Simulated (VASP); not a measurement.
Input of a VASP 6.6.1 run:

INCAR

```
SYSTEM = C
PREC     = Accurate       ! precision mode
ENCUT    = 520            ! plane-wave cutoff, eV
EDIFF    = 1E-6           ! SCF threshold, eV
ISMEAR   = -1             ! smearing method
SIGMA    = 0.05           ! smearing width, eV
LREAL    = .FALSE.        ! projectors in reciprocal space
LASPH    = .TRUE.         ! aspherical terms in the spheres
NELM     = 100            ! most SCF steps
ALGO     = Normal         ! electronic algorithm
ISIF     = 2              ! what is computed and relaxed
LWAVE    = .FALSE.        ! write WAVECAR
LCHARG   = .FALSE.        ! write CHGCAR
GGA      = RE             ! functional
NBANDS   = 11             ! bands
```

KPOINTS

```
Automatic mesh
0
G
  13 13 8
  0 0 0
```

The input POSCAR:

```
C
1.0
    2.1429594149     -1.2372395872     -0.0036360357
    2.1429594149      1.2372395872     -0.0036360357
   -1.3951950040      0.0000000000      5.1329536127
C
2
Direct
    0.1666665936      0.1666665936      0.9999994348
    0.8333334064      0.8333334064      0.0000005652
```

Potentials or basis: VASP PAW PBE potentials, release 64 (C).

Run with:

```sh
$ cat potpaw_PBE.64/C/POTCAR > POTCAR
$ mpirun -np 1 vasp_std > vasp.out
```

Task: What does it give for the pressure?

Result: 0.3 GPa.

Stress tensor (GPa, compression positive):
```
 0.41  0.00  0.00
 0.00  0.41  0.00
 0.00  0.00 -0.01
```

Caveat: this functional lacks dispersion, which binds the layers, so the pressure and a relaxed spacing across them are unreliable; the PAW data sets were made with another functional, which shifts forces and pressure a little.
